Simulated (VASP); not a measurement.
# W (a cell with a defect) in VASP: relaxation of the atoms with PBEsol

Aim: the relaxation of the atoms of W (a cell with a defect) with PBEsol.

All numbers are computed with VASP 6.6.1; they aren't measurements. Logs are shortened: lines on timing, memory, paths and dates and some standing lists are left out, and cuts for length are marked.

## Step 1: The cell of the first run

The cell holds a defect, 15 atoms: a = 6.320 Å, b = 6.320 Å, c = 6.320 Å, α = 90.00°, β = 90.00°, γ = 90.00°.

## Step 2: Relaxation of the atoms, PBEsol

INCAR reads:

```
ALGO = Normal
EDIFF = 1E-7
EDIFFG = -0.03
ENCUT = 520
GGA = PS
IBRION = 2
ISIF = 2
ISMEAR = 0
KPAR = 4
LASPH = True
LCHARG = False
LREAL = Auto
LWAVE = False
NELM = 60
NSW = 80
PREC = Accurate
SIGMA = 0.15
```

KPOINTS reads:

```
k-points
0
Gamma
  3 3 3
```

POSCAR reads:

```
W
1.0
    6.3200000000      0.0000000000      0.0000000000
    0.0000000000      6.3200000000      0.0000000000
    0.0000000000      0.0000000000      6.3200000000
W
15
Direct
    0.5000000000      0.0000000000      0.0000000000
    0.0000000000      0.5000000000      0.0000000000
    0.0000000000      0.0000000000      0.5000000000
    0.0000000000      0.0000000000      0.0000000000
    0.5000000000      0.5000000000      0.0000000000
    0.5000000000      0.0000000000      0.5000000000
    0.7500000000      0.2500000000      0.2500000000
    0.0000000000      0.5000000000      0.5000000000
    0.2500000000      0.7500000000      0.2500000000
    0.2500000000      0.2500000000      0.7500000000
    0.5000000000      0.5000000000      0.5000000000
    0.7500000000      0.7500000000      0.2500000000
    0.7500000000      0.2500000000      0.7500000000
    0.2500000000      0.7500000000      0.7500000000
    0.7500000000      0.7500000000      0.7500000000
```

Potentials or basis: VASP PAW PBE potentials, release 64 (W_sv).

Run with:

```
> cat potpaw_PBE.64/W_sv/POTCAR > POTCAR
> mpirun -np 4 vasp_std > vasp.out
```

OUTCAR:

```text
EDIFF = 1E-7
   EDIFFG = -0.03
   ENCUT = 520
   GGA = PS
   IBRION = 2
   ISIF = 2
   ISMEAR = 0
   LASPH = True
   LREAL = Auto
   NELM = 60
   NSW = 80
   PREC = Accurate

 ion  position               nearest neighbor table
   1  0.500  0.000  0.000-   7 2.74   9 2.74  10 2.74  12 2.74  13 2.74  14 2.74  15 2.74   5 3.16
                             6 3.16   4 3.16   6 3.16   5 3.16   4 3.16
   2  0.000  0.500  0.000-   7 2.74   9 2.74  10 2.74  12 2.74  13 2.74  14 2.74  15 2.74   5 3.16
                             4 3.16   8 3.16   8 3.16   4 3.16   5 3.16
   3  0.000  0.000  0.500-   7 2.74   9 2.74  10 2.74  12 2.74  13 2.74  14 2.74  15 2.74   6 3.16
                             4 3.16   8 3.16   4 3.16   8 3.16   6 3.16
   4  0.000  0.000  0.000-   7 2.74   9 2.74  10 2.74  12 2.74  13 2.74  14 2.74  15 2.74   2 3.16
                             3 3.16   1 3.16   3 3.16   2 3.16   1 3.16
   5  0.500  0.500  0.000-   7 2.74   9 2.74  10 2.74  12 2.74  13 2.74  14 2.74  15 2.74   1 3.16
                            11 3.16   2 3.16  11 3.16   1 3.16   2 3.16
   6  0.500  0.000  0.500-   7 2.74   9 2.74  10 2.74  12 2.74  13 2.74  14 2.74  15 2.74   1 3.16
                            11 3.16   3 3.16   1 3.16  11 3.16   3 3.16
   7  0.750  0.250  0.250-   1 2.74   2 2.74   3 2.74   4 2.74   5 2.74   6 2.74   8 2.74  11 2.74
                            12 3.16  13 3.16  13 3.16  12 3.16
   8  0.000  0.500  0.500-   7 2.74   9 2.74  10 2.74  12 2.74  13 2.74  14 2.74  15 2.74   2 3.16
                            11 3.16   3 3.16   2 3.16   3 3.16  11 3.16
   9  0.250  0.750  0.250-   1 2.74   2 2.74   3 2.74   4 2.74   5 2.74   6 2.74   8 2.74  11 2.74
                            12 3.16  14 3.16  14 3.16  12 3.16
  10  0.250  0.250  0.750-   1 2.74   2 2.74   3 2.74   4 2.74   5 2.74   6 2.74   8 2.74  11 2.74
                            13 3.16  14 3.16  14 3.16  13 3.16
  11  0.500  0.500  0.500-   7 2.74   9 2.74  10 2.74  12 2.74  13 2.74  14 2.74  15 2.74   6 3.16
                             5 3.16   8 3.16   5 3.16   6 3.16   8 3.16
  12  0.750  0.750  0.250-   1 2.74   2 2.74   3 2.74   4 2.74   5 2.74   6 2.74   8 2.74  11 2.74
                             9 3.16   7 3.16  15 3.16  15 3.16   7 3.16   9 3.16
  13  0.750  0.250  0.750-   1 2.74   2 2.74   3 2.74   4 2.74   5 2.74   6 2.74   8 2.74  11 2.74
                            10 3.16   7 3.16  15 3.16   7 3.16  15 3.16  10 3.16
  14  0.250  0.750  0.750-   1 2.74   2 2.74   3 2.74   4 2.74   5 2.74   6 2.74   8 2.74  11 2.74
                            10 3.16   9 3.16  15 3.16   9 3.16  10 3.16  15 3.16
  15  0.750  0.750  0.750-   1 2.74   2 2.74   3 2.74   4 2.74   5 2.74   6 2.74   8 2.74  11 2.74
                            12 3.16  13 3.16  14 3.16  12 3.16  13 3.16  14 3.16

  LATTYP: Found a simple cubic cell.
 ALAT       =     6.3200000000

  Lattice vectors:

 A1 = (   6.3200000000,   0.0000000000,   0.0000000000)
 A2 = (   0.0000000000,   6.3200000000,   0.0000000000)
 A3 = (   0.0000000000,   0.0000000000,   6.3200000000)

Analysis of symmetry for initial positions (statically):
=====================================================================
 Subroutine PRICEL returns:
 Original cell was already a primitive cell.

 Routine SETGRP: Setting up the symmetry group for a
 simple cubic supercell.

 Subroutine GETGRP returns: Found 48 space group operations
 (whereof  6 operations were pure point group operations)
 out of a pool of 48 trial point group operations.

The static configuration has the point symmetry C_3v.
 The point group associated with its full space group is O_h .

Analysis of symmetry for dynamics (positions and initial velocities):
=====================================================================
 Subroutine PRICEL returns:
 Original cell was already a primitive cell.

 Routine SETGRP: Setting up the symmetry group for a
 simple cubic supercell.

 Subroutine GETGRP returns: Found 48 space group operations
 (whereof  6 operations were pure point group operations)
 out of a pool of 48 trial point group operations.

The dynamic configuration has the point symmetry C_3v.
 The point group associated with its full space group is O_h .

 Subroutine INISYM returns: Found 48 space group operations
 (whereof  6 operations are pure point group operations),
 and found     1 'primitive' translations

----------------------------------------------------------------------------------------

                                     Primitive cell

  volume of cell :     252.4360

  direct lattice vectors                    reciprocal lattice vectors
     6.320000000  0.000000000  0.000000000     0.158227848  0.000000000  0.000000000
     0.000000000  6.320000000  0.000000000     0.000000000  0.158227848  0.000000000
     0.000000000  0.000000000  6.320000000     0.000000000  0.000000000  0.158227848

  length of vectors
     6.320000000  6.320000000  6.320000000     0.158227848  0.158227848  0.158227848

[... 115 lines left out ...]
   LRPA    =     F    only Hartree local field effects (RPA)
 conjugate gradient relaxation of ions
 non-spin polarized calculation
 Gauss-broadening in eV      SIGMA  =   0.15
  energy-cutoff  :      520.00
  volume of cell :      252.44
 maximum number of plane-waves:      6859
 NGX is ok and might be reduce to    48
   NGX = 23   NGY = 23   NGZ = 23

--------------------------------------- Ionic step        1  -------------------------------------------

 number of electron     210.0000008 magnetization

 Free energy of the ion-electron system (eV)
  ---------------------------------------------------
  ext. energy  EPLUGINS =         0.00000000
  ---------------------------------------------------
  free energy    TOTEN  =      -203.26371474 eV

  energy without entropy =     -203.10724484  energy(sigma->0) =     -203.18547979

------------------------ aborting loop because EDIFF is reached ----------------------------------------

  FORCE on cell =-STRESS in cart. coord.  units (eV):
  Direction    XX          YY          ZZ          XY          YZ          ZX
  --------------------------------------------------------------------------------------
  -------------------------------------------------------------------------------------
  Total      -11.5613358    -11.5613358    -11.5613358      0.0000000     -0.0000000      0.0000000
  in kB      -73.3782524    -73.3782524    -73.3782524      0.0000000     -0.0000000      0.0000000
  external PRESSURE =     -73.3782524 kB  Pullay stress =       0.0000000 kB

 VOLUME and BASIS-vectors are now :
 -----------------------------------------------------------------------------
  energy-cutoff  :      520.00
  volume of cell :      252.44
      direct lattice vectors                 reciprocal lattice vectors
     6.320000000  0.000000000  0.000000000     0.158227848  0.000000000  0.000000000
     0.000000000  6.320000000  0.000000000     0.000000000  0.158227848  0.000000000
     0.000000000  0.000000000  6.320000000     0.000000000  0.000000000  0.158227848

 POSITION                                       TOTAL-FORCE (eV/Angst)
 -----------------------------------------------------------------------------------
      3.16000      0.00000      0.00000        -0.252202      0.252202      0.252202
      0.00000      3.16000      0.00000         0.252202     -0.252202      0.252202
      0.00000      0.00000      3.16000         0.252202      0.252202     -0.252202
      0.00000      0.00000      0.00000         0.252202      0.252202      0.252202
      3.16000      3.16000      0.00000        -0.252202     -0.252202      0.252202
      3.16000      0.00000      3.16000        -0.252202      0.252202     -0.252202
      4.74000      1.58000      1.58000        -0.000000     -0.000000      0.000000
      0.00000      3.16000      3.16000         0.252202     -0.252202     -0.252202
      1.58000      4.74000      1.58000        -0.000000     -0.000000     -0.000000
      1.58000      1.58000      4.74000        -0.000000     -0.000000      0.000000
      3.16000      3.16000      3.16000        -0.252202     -0.252202     -0.252202
      4.74000      4.74000      1.58000        -0.000000     -0.000000     -0.000000
      4.74000      1.58000      4.74000        -0.000000     -0.000000     -0.000000
      1.58000      4.74000      4.74000        -0.000000     -0.000000      0.000000
      4.74000      4.74000      4.74000        -0.000000     -0.000000     -0.000000
 -----------------------------------------------------------------------------------
    total drift:                                0.000000      0.000000      0.000000

  FREE ENERGIE OF THE ION-ELECTRON SYSTEM (eV)
  ---------------------------------------------------
  free  energy   TOTEN  =      -203.2637147352 eV

  energy  without entropy=     -203.1072448380  energy(sigma->0) =     -203.18547979

--------------------------------------- Ionic step        2  -------------------------------------------

 number of electron     210.0000002 magnetization

 Free energy of the ion-electron system (eV)
  ---------------------------------------------------
  ext. energy  EPLUGINS =         0.00000000
  ---------------------------------------------------
  free energy    TOTEN  =      -203.30097658 eV

  energy without entropy =     -203.14363425  energy(sigma->0) =     -203.22230542

 E-fermi :  10.0651     XC(G=0): -13.3424

 val. band max:       10.0586441156   @ k =   0.3333   0.3333   0.0000
 cond. band min:      10.0746349285   @ k =   0.3333   0.0000   0.0000
 fundamental gap:      0.0159908129
 Fermi energy:        10.0650839790

 k-point     1 :       0.0000    0.0000    0.0000
  band No.  band energies     occupation
      1     -63.7798      2.00000
      2     -63.7031      2.00000
      3     -63.7031      2.00000
      4     -63.7031      2.00000
      5     -63.6939      2.00000
      6     -63.6939      2.00000
[... 469 lines left out ...]
    116      12.4452      0.00000
    117      12.4452      0.00000
 [bands above 117 left out]

------------------------ aborting loop because EDIFF is reached ----------------------------------------

  FORCE on cell =-STRESS in cart. coord.  units (eV):
  Direction    XX          YY          ZZ          XY          YZ          ZX
  --------------------------------------------------------------------------------------
  -------------------------------------------------------------------------------------
  Total      -12.4739923    -12.4739923    -12.4739923      0.0000000      0.0000000      0.0000000
  in kB      -79.1707608    -79.1707608    -79.1707608      0.0000000      0.0000000      0.0000000
  external PRESSURE =     -79.1707608 kB  Pullay stress =       0.0000000 kB

 VOLUME and BASIS-vectors are now :
 -----------------------------------------------------------------------------
  energy-cutoff  :      520.00
  volume of cell :      252.44
      direct lattice vectors                 reciprocal lattice vectors
     6.320000000  0.000000000  0.000000000     0.158227848  0.000000000  0.000000000
     0.000000000  6.320000000  0.000000000     0.000000000  0.158227848  0.000000000
     0.000000000  0.000000000  6.320000000     0.000000000  0.000000000  0.158227848

 POSITION                                       TOTAL-FORCE (eV/Angst)
 -----------------------------------------------------------------------------------
      3.14783      0.01217      0.01217        -0.006467      0.006467      0.006467
      0.01217      3.14783      0.01217         0.006467     -0.006467      0.006467
      0.01217      0.01217      3.14783         0.006467      0.006467     -0.006467
      0.01217      0.01217      0.01217         0.006467      0.006467      0.006467
      3.14783      3.14783      0.01217        -0.006467     -0.006467      0.006467
      3.14783      0.01217      3.14783        -0.006467      0.006467     -0.006467
      4.74000      1.58000      1.58000         0.000000      0.000000      0.000000
      0.01217      3.14783      3.14783         0.006467     -0.006467     -0.006467
      1.58000      4.74000      1.58000         0.000000      0.000000      0.000000
      1.58000      1.58000      4.74000         0.000000      0.000000      0.000000
      3.14783      3.14783      3.14783        -0.006467     -0.006467     -0.006467
      4.74000      4.74000      1.58000         0.000000      0.000000      0.000000
      4.74000      1.58000      4.74000         0.000000      0.000000      0.000000
      1.58000      4.74000      4.74000         0.000000      0.000000      0.000000
      4.74000      4.74000      4.74000         0.000000      0.000000      0.000000
 -----------------------------------------------------------------------------------
    total drift:                                0.000000      0.000000      0.000000

  FREE ENERGIE OF THE ION-ELECTRON SYSTEM (eV)
  ---------------------------------------------------
  free  energy   TOTEN  =      -203.3009765784 eV

  energy  without entropy=     -203.1436342535  energy(sigma->0) =     -203.22230542

 reached required accuracy - stopping structural energy minimisation
```

Wall time 3.3 min (4 MPI ranks of Oxide Virtual Turin-like, shared host); peak memory 0.36 GiB.

What came out:

```
Free energy                  : -203.3010 eV
Energy gained by relaxing    : 2.5 meV/atom
Ionic steps                  : 2
Pressure after relaxing      : -7.9 GPa
Largest force after relaxing : 0.011 eV/Å
Band gap on the k mesh       : zero (bands 105 and 106 overlap by 0.02 eV)
```

Forces in eV/Å, atoms in the order of the input:
```
W   -0.006  0.006  0.006
W    0.006 -0.006  0.006
W    0.006  0.006 -0.006
W    0.006  0.006  0.006
W   -0.006 -0.006  0.006
W   -0.006  0.006 -0.006
W    0.000  0.000  0.000
W    0.006 -0.006 -0.006
W    0.000  0.000  0.000
W    0.000  0.000  0.000
W   -0.006 -0.006 -0.006
W    0.000  0.000  0.000
W    0.000  0.000  0.000
W    0.000  0.000  0.000
W    0.000  0.000  0.000
```

The path:
```csv
step,energy change (eV),largest force (eV/Å),pressure (GPa)
1,0.0000,0.4368,-7.34
2,-0.0373,0.0112,-7.92
```

Final structure:
```cif
data_structure
_symmetry_space_group_name_H-M 'P 1'
_symmetry_Int_Tables_number 1
_cell_length_a 6.3200
_cell_length_b 6.3200
_cell_length_c 6.3200
_cell_angle_alpha 90.000
_cell_angle_beta 90.000
_cell_angle_gamma 90.000
_cell_volume 252.44
loop_
_atom_site_label
_atom_site_type_symbol
_atom_site_fract_x
_atom_site_fract_y
_atom_site_fract_z
_atom_site_occupancy
W1 W 0.49807 0.00193 0.00193 1
W2 W 0.00193 0.49807 0.00193 1
W3 W 0.00193 0.00193 0.49807 1
W4 W 0.00193 0.00193 0.00193 1
W5 W 0.49807 0.49807 0.00193 1
W6 W 0.49807 0.00193 0.49807 1
W7 W 0.75000 0.25000 0.25000 1
W8 W 0.00193 0.49807 0.49807 1
W9 W 0.25000 0.75000 0.25000 1
W10 W 0.25000 0.25000 0.75000 1
W11 W 0.49807 0.49807 0.49807 1
W12 W 0.75000 0.75000 0.25000 1
W13 W 0.75000 0.25000 0.75000 1
W14 W 0.25000 0.75000 0.75000 1
W15 W 0.75000 0.75000 0.75000 1
```

Levels at points of the mesh, in eV from the Fermi level:
| k point | band 103 | band 104 | band 105 | band 106 | band 107 | band 108 |
| --- | --- | --- | --- | --- | --- | --- |
| (0.00, 0.00, 0.00) | -0.05 | -0.05 | -0.05 | 1.06 | 1.06 | 1.06 |

Caveat: the PAW data sets were made with another functional, which shifts forces and pressure a little; spin-orbit coupling is left out, which moves the levels of the heavy elements.
